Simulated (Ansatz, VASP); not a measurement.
**WC: VASP beside Ansatz**

```
W C
1.0
     3.01435    0.00000    0.00000
    -1.50718    2.61050    0.00000
     0.00000    0.00000    2.82761
W C
1 1
Direct
  0.00000 0.00000 0.00000
  0.66667 0.33333 0.50000
```

Change from the starting cell: strain +0.040 along x and y, +0.000 along z, atoms carried along.

Alike in both runs: task single point; functional PBEsol; k mesh 24 × 24 × 22; occupations gaussian, width 0.15 eV; no spin polarisation.

|  | VASP | Ansatz |
| --- | --- | --- |
| version | VASP 6.6.1 | Ansatz 0.2.0 |
| potentials or method | VASP PAW PBE potentials, release 64 (W_sv, C), cutoff 520 eV | scalar-relativistic, plane waves, PAW |
| valence electrons in the cell | 18 | 18 |

Ansatz gave:

```
gap on the k mesh at the Fermi level (eV)                     : none
pressure (GPa)                                                : -25.4
traceless stress, the component that is largest in VASP (GPa) : 13.18
```

Question: Which values does VASP return?

Answer: gap on the k mesh at the Fermi level (eV): none; pressure (GPa): -24.5; traceless stress, the component that is largest in VASP (GPa): 13.40.

VASP's potentials were made for PBE, not for PBEsol. A gap of «none» marks a metal or a gap that the smearing closes. The functional is the same, so the differences come from potentials, cutoffs and numerics.

Neither program's run includes spin-orbit coupling.
